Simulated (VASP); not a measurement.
# ScF3: single point with LDA

ScF3:

```xyz
4
Lattice="4.0240 -0.2118 -0.2118 -0.2118 4.0240 -0.2118 -0.2118 -0.2118 4.0240" Properties=species:S:1:pos:R:3 pbc="T T T"
Sc    0.0000    0.0000    0.0000
F     2.0120   -0.1059   -0.1059
F    -0.1059    2.0120   -0.1059
F    -0.1059   -0.1059    2.0120
```

This cell differs from its parent crystal: ratio of the length along [111] to the lengths across it x 0.85, volume and fractional coordinates fixed.

- Program: VASP 6.6.1
- Task: single point
- Functional: LDA
- Potentials or basis: VASP PAW LDA potentials, release 64 (Sc_sv, F)
- Cutoff: 520 eV
- k mesh: 6 × 6 × 6
- Occupations: gaussian, width 0.05 eV
- Spin: no spin polarisation
- Dipole correction: no
- Further INCAR settings: ALGO = Normal; EDIFF = 1e-06; NBANDS = 24

```
Pressure               : -3.5 GPa
Band gap on the k mesh : 5.83 eV, indirect (least direct gap 6.13 eV)
```

Stress tensor (GPa, compression positive):
```
-3.50  1.89  1.89
 1.89 -3.50  1.89
 1.89  1.89 -3.50
```

Levels at points of the mesh, in eV from the valence-band top:
| k point | band 14 | band 15 | band 16 | band 17 | band 18 | band 19 |
| --- | --- | --- | --- | --- | --- | --- |
| (0.00, 0.00, 0.00) | -0.36 | -0.30 | -0.30 | 5.83 | 5.97 | 5.97 |
| (0.50, 0.00, 0.00) | -0.87 | -0.76 | -0.32 | 5.98 | 6.85 | 6.86 |
| (0.50, 0.50, 0.00) | -1.02 | -1.02 | -0.01 | 6.78 | 6.99 | 7.50 |
| (0.50, 0.50, 0.50) | -0.01 | -0.01 | 0.00 | 7.41 | 7.63 | 7.63 |

It took 20 s on 1 thread of Intel(R) Xeon(R) 6975P-C (Granite Rapids), with other jobs on the host, peak memory 0.17 GiB.

 A k mesh can miss the band edges.
